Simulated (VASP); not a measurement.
Runs of VASP 6.6.1 on GaP. The structure is that of space group F-43m (No. 216), or close to it. The cells are those of the table. 

| task | level | cell | gap on the mesh (eV) | pressure (GPa) | relaxed volume (Å³/atom) |
| --- | --- | --- | --- | --- | --- |
| relaxation of cell and atoms | revPBE+D3(BJ) | relaxed from a = 3.854 Å, angles 60.0°, 2 atoms | 1.68 | 0.0 | 19.88 |
| relaxation of cell and atoms | PBEsol | relaxed from a = 3.854 Å, angles 60.0°, 2 atoms | 1.50 | 0.0 | 20.10 |
| single point | PBE+D4 | a = 3.842 Å, angles 60.0°, 2 atoms | 1.63 | -0.1 | - |
| relaxation of cell and atoms | PBE | relaxed from a = 3.854 Å, angles 60.0°, 2 atoms | (a) | 0.0 | (b) |
| single point | PBEsol | a = 3.846 Å, angles 60.0°, 2 atoms | 1.50 | -0.1 | - |

Alike in all rows: potentials or basis VASP PAW PBE potentials, release 64 (Ga_d, P); no spin polarisation; k mesh 6 × 6 × 6; cutoff (eV) 500; smearing gaussian 0.01 eV.

Task: Estimate the missing entries.

Result: (a) 1.58; (b) 20.86.

Caveats: the PAW data sets were made with another functional, which shifts forces and pressure a little (at least some runs).

A k mesh can miss the band edges, and the runs leave out spin-orbit coupling on Ga.
